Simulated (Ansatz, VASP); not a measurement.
One calculation of Zn, two programs

File INCAR:

```
PREC = Accurate
ENCUT = 520
EDIFF = 1E-7
ISMEAR = -1
SIGMA = 0.05
LREAL = F
LASPH = T
NELM = 100
ALGO = Fast
ISIF = 2
LWAVE = F
LCHARG = F
GGA = CA
NBANDS = 19
```

Contents of KPOINTS:

```
Automatic mesh
0
Gamma
  7 7 3
```

Contents of POSCAR:

```
Zn
1.0
    2.6700000000      0.0000000000      0.0000000000
   -1.3350000000      2.3122878281      0.0000000000
    0.0000000000      0.0000000000      4.9660000000
Zn
2
Direct
    0.6666666667      0.3333333333      0.7500000000
    0.3333333333      0.6666666667      0.2500000000
```

input.yaml

```yaml
crystal:
  lattice:
    - [2.67, 0.0, 0.0]
    - [-1.335, 2.3122878281, 0.0]
    - [0.0, 0.0, 4.966]
  atoms:
    - { symbol: Zn, position: [0.6666666667, 0.3333333333, 0.75] }
    - { symbol: Zn, position: [0.3333333333, 0.6666666667, 0.25] }
hamiltonian:
  xc: lda
  pseudopotentials: { kind: paw }
kpoints:
  mp_grid: { grid: [7, 7, 3] }
  band_path:
    path:
      - [[0.0, 0.0, 0.0], [0.5, 0.0, 0.0], [0.3333333333, 0.3333333333, 0.0], [0.0, 0.0, 0.0], [0.0, 0.0, 0.5], [0.5, 0.0, 0.5], [0.3333333333, 0.3333333333, 0.5], [0.0, 0.0, 0.5]]
      - [[0.5, 0.0, 0.5], [0.5, 0.0, 0.0]]
      - [[0.3333333333, 0.3333333333, 0.0], [0.3333333333, 0.3333333333, 0.5]]
    npoints: 14
scf:
  occupations: { method: fermi_dirac, width: 0.05 }
  n_extra_bands: 6
output:
  forces: true
  stress: true
  eigenvalues: true
  fatbands: true
```

Alike in both runs: functional LDA; k mesh 7 × 7 × 3; occupations fermi-dirac, width 0.05 eV; no spin polarisation.

|  | VASP | Ansatz |
| --- | --- | --- |
| version | VASP 6.6.1 | Ansatz 0.2.0 |
| potentials or method | VASP PAW LDA potentials, release 64 (Zn) | Ansatz PAW |
| plane-wave cutoff (eV) | 520 | 420 |
| valence electrons in the cell | 24 | 24 |
| task | single point | band structure |

Ansatz gave:

| Item | Value |
| --- | --- |
| gap on the k mesh at the Fermi level (eV) | none |
| pressure (GPa) | -9.3 |
| traceless stress, the component that is largest in VASP (GPa) | 3.71 |

**Question.** What did VASP give for the same quantities?

**Answer.** gap on the k mesh at the Fermi level (eV): none; pressure (GPa): -8.7; traceless stress, the component that is largest in VASP (GPa): 3.37.

LDA's correlation is that of Perdew and Zunger in VASP and of Perdew and Wang (1992) in Ansatz. A gap of «none» marks a metal or a gap that the smearing closes.

The k mesh is coarse, so the values compare programs but aren't converged.
